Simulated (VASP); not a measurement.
Wanted: the native input for a VASP 6.6.1 run.

| Quantity | Value |
| --- | --- |
| Task | relaxation of cell and atoms |
| Functional | PBE |
| Potentials or basis | VASP PAW PBE potentials, release 64 (Cd, As) |
| Cutoff | 600 eV |
| k mesh | 6 × 6 × 6 |
| Occupations | gaussian, width 0.1 eV |
| Spin | no spin polarisation |
| Dipole correction | no |
| Further INCAR settings | ALGO = Fast; EDIFF = 1e-06; IBRION = 2; EDIFFG = -0.04; NSW = 90; ISIF = 3 |

The structure of Cd2As lies in POSCAR:

```
Cd2As
1.0
    0.0000000000      3.2248227318      3.2248227318
    3.2248227318      0.0000000000      3.2248227318
    3.2248227318      3.2248227318      0.0000000000
Cd As
2 1
Direct
    0.2500000000      0.2500000000      0.2500000000
    0.7500000000      0.7500000000      0.7500000000
    0.0000000000      0.0000000000      0.0000000000
```

The input as run:

INCAR

```
SYSTEM = Cd2As
ALGO     = Fast           ! electronic algorithm
EDIFF    = 1E-6           ! SCF threshold, eV
EDIFFG   = -0.04          ! ionic threshold
ENCUT    = 600            ! plane-wave cutoff, eV
GGA      = PE             ! functional
IBRION   = 2              ! ionic algorithm
ISIF     = 3              ! what is computed and relaxed
ISMEAR   = 0              ! smearing method
LASPH    = .True.         ! aspherical terms in the spheres
LCHARG   = .False.        ! write CHGCAR
LREAL    = .False.        ! projectors in reciprocal space
LWAVE    = .False.        ! write WAVECAR
NELM     = 60             ! most SCF steps
NSW      = 90             ! ionic steps
PREC     = Accurate       ! precision mode
SIGMA    = 0.1            ! smearing width, eV
```

KPOINTS

```
k-points
0
Gamma
  6 6 6
  0 0 0
```

Potentials or basis: VASP PAW PBE potentials, release 64 (Cd, As).

Run with:

```bash
$ cat potpaw_PBE.64/Cd/POTCAR potpaw_PBE.64/As/POTCAR > POTCAR
$ mpirun -np 1 vasp_std > vasp.out
```

Results of the run:

The relaxed volume is 25.52 Å³/atom, the relaxed cell is a = 4.766 Å, b = 4.766 Å, c = 4.766 Å, α = 60.00°, β = 60.00°, γ = 60.00° and the space group after relaxing (to 0.1 Å) is Fm-3m (No. 225). The energy gained by relaxing is 73.9 meV/atom. The ionic steps are 3, the pressure after relaxing is 0.0 GPa and the band gap on the k mesh is zero (an odd number of electrons rules out a gap without spin polarisation).

It took 37 s on 1 thread of AMD EPYC 9R45 (Zen 5) (shared host), peak memory 0.19 GiB.
